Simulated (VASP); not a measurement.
Set up this calculation in VASP 6.6.1, as the native input.

- Task: single point
- Functional: PBEsol
- Potentials or basis: VASP PAW PBE potentials, release 64 (Ta_pv, Ru_pv)
- Cutoff: 520 eV
- k mesh: 18 × 18 × 12
- Occupations: gaussian, width 0.15 eV
- Spin: no spin polarisation
- Dipole correction: no
- Further INCAR settings: ALGO = Fast; EDIFF = 1e-06; NBANDS = 20

The structure of TaRu lies in POSCAR:

```
TaRu
1.0
    1.6375807800     -2.3416130000      0.0000000000
    1.6375807800      2.3416130000      0.0000000000
    0.0000000000      0.0000000000      4.1624230000
Ta Ru
1 1
Direct
    0.5000000000      0.5000000000      0.5000000000
    0.0000000000      0.0000000000      0.0000000000
```

This cell differs from its parent crystal: strain -0.0100 x Voigt [1, 0, 0, 0, 0, 0].

These files were run (other wordings do the same):

INCAR

```
SYSTEM = TaRu
PREC = Accurate ; ENCUT = 520
EDIFF = 1E-6 ; ISMEAR = 0
SIGMA = 0.15 ; LREAL = .False.
LASPH = .True. ; NELM = 60
ALGO = Fast ; ISIF = 2
LWAVE = .False. ; LCHARG = .False.
GGA = PS ; NBANDS = 20
```

KPOINTS

```
regular mesh
0
Gamma
  18 18 12
  0 0 0
```

Potentials or basis: VASP PAW PBE potentials, release 64 (Ta_pv, Ru_pv).

Launch:

```sh
$ cat potpaw_PBE.64/Ta_pv/POTCAR potpaw_PBE.64/Ru_pv/POTCAR > POTCAR
$ mpirun -np 1 vasp_std > vasp.out
```

It gave:

- Pressure: -6.1 GPa

Caveat: the cell differs from its parent crystal (strain -0.0100 x Voigt [1, 0, 0, 0, 0, 0]); the PAW data sets were made with another functional, which shifts forces and pressure a little.

Run time: 5.4 min on 1 thread of Intel(R) Xeon(R) Platinum 8259CL CPU @ 2.50GHz (Skylake/Cascade Lake) (shared host), peak memory 0.49 GiB.
